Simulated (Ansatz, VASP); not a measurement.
# Two plane-wave programs on ZnS

```
Zn S
1.0
    -3.84672    0.00000    0.00000
    -1.92336   -3.33136    0.00000
     0.00000    0.00000   18.59023
Zn S
4 4
Direct
  0.00000 0.00000 0.44445
  0.00000 0.00000 0.10582
  0.33333 0.33333 0.61374
  0.66667 0.66667 0.27512
  0.00000 0.00000 0.57125
  0.00000 0.00000 0.23263
  0.33333 0.33333 0.06355
  0.66667 0.66667 0.40217
```

Alike in both runs: task single point; functional PBE; k mesh 8 × 8 × 2; occupations gaussian, width 0.05 eV; no spin polarisation.

```csv
,VASP,Ansatz
version,VASP 6.6.1,Ansatz 0.2.0
potentials or method,"VASP PAW PBE potentials, release 64 (Zn, S), cutoff 520 eV","scalar-relativistic, plane waves, PAW"
valence electrons in the cell,72,72
```

|  | VASP | Ansatz | Ansatz less VASP |
| --- | --- | --- | --- |
| gap on the k mesh at the Fermi level (eV) | none | none | - |
| rms of the force components (eV/Å) | 0.411 | 0.410 | -0.0008 |

Atom by atom the forces differ by 0.005 eV/Å (rms over components). A gap of «none» marks a metal or a gap that the smearing closes.
